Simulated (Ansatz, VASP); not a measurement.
**Se in VASP and in Ansatz**

File POSCAR:

```
Se
1.0
    4.0384519315      0.0000000000      0.0000000000
   -2.0192259658      3.4974019647      0.0000000000
    0.0000000000      0.0000000000      5.1206514004
Se
3
Direct
    0.2487285676      0.0000000000      0.3333333333
    0.0000000000      0.2487285676      0.6666666667
    0.7512714324      0.7512714324      0.0000000000
```

INCAR.step1

```
SYSTEM = Se
ALGO = Normal ; EDIFF = 1E-4
ENCUT = 520 ; GGA = PE
ISMEAR = 0 ; LASPH = .TRUE.
LCHARG = .FALSE. ; LREAL = .FALSE.
LWAVE = .TRUE. ; NBANDS = 16
NELM = 60 ; PREC = Accurate
SIGMA = 0.02
```

File INCAR.step2:

```
SYSTEM = Se
ALGO = Normal ; EDIFF = 1E-6
ENCUT = 520 ; ISIF = 2
ISMEAR = 0 ; ISTART = 1
LASPH = .TRUE. ; LCHARG = .FALSE.
LMIXTAU = .TRUE. ; LREAL = .FALSE.
LWAVE = .FALSE. ; METAGGA = R2SCAN
NBANDS = 16 ; NELM = 60
PREC = Accurate ; SIGMA = 0.02
```

Contents of KPOINTS:

```
k-points
0
G
  12 12 8
  0 0 0
```

Input for Ansatz:

```yaml
crystal:
  lattice:
    - [4.0384519315, 0.0, 0.0]
    - [-2.0192259658, 3.4974019647, 0.0]
    - [0.0, 0.0, 5.1206514004]
  atoms:
    - { symbol: Se, position: [0.2487285676, 0.0, 0.3333333333] }
    - { symbol: Se, position: [0.0, 0.2487285676, 0.6666666667] }
    - { symbol: Se, position: [0.7512714324, 0.7512714324, 0.0] }
basis:
  ecutwfc: 500
kpoints:
  mp_grid: { grid: [12, 12, 8] }
hamiltonian:
  xc: r2scan
  pseudopotentials: { kind: paw, azcp: { folder: soft_1 } }
scf:
  occupations: { method: gaussian, width: 0.02 }
output:
  forces: true
  stress: true
  eigenvalues: true
```

Alike in both runs: task single point; functional r2SCAN; k mesh 12 × 12 × 8; occupations gaussian, width 0.02 eV; no spin polarisation.

```csv
,VASP,Ansatz
version,VASP 6.6.1,Ansatz 0.2.0
potentials or method,"VASP PAW PBE potentials, release 64 (Se), cutoff 520 eV","scalar-relativistic, plane waves, PAW"
valence electrons in the cell,18,48
```

|  | VASP | Ansatz | Ansatz less VASP |
| --- | --- | --- | --- |
| gap on the k mesh at the Fermi level (eV) | 0.69 | 0.70 | +0.011 |
| least direct gap on the mesh (eV) | 0.72 | 0.73 | +0.012 |
| pressure (GPa) | 1.9 | 1.9 | -0.04 |
| traceless stress, the component that is largest in VASP (GPa) | -0.55 | -0.57 | -0.021 |
| rms of the force components (eV/Å) | 0.181 | 0.193 | +0.0116 |

VASP's potentials were made for PBE, not for r2SCAN. Atom by atom the forces differ by 0.012 eV/Å (rms over components). The functional is the same, so the differences come from potentials, cutoffs and numerics. VASP's potentials hold 18 valence electrons a cell and Ansatz's 48, so a difference there can come from the potentials and not from the codes.
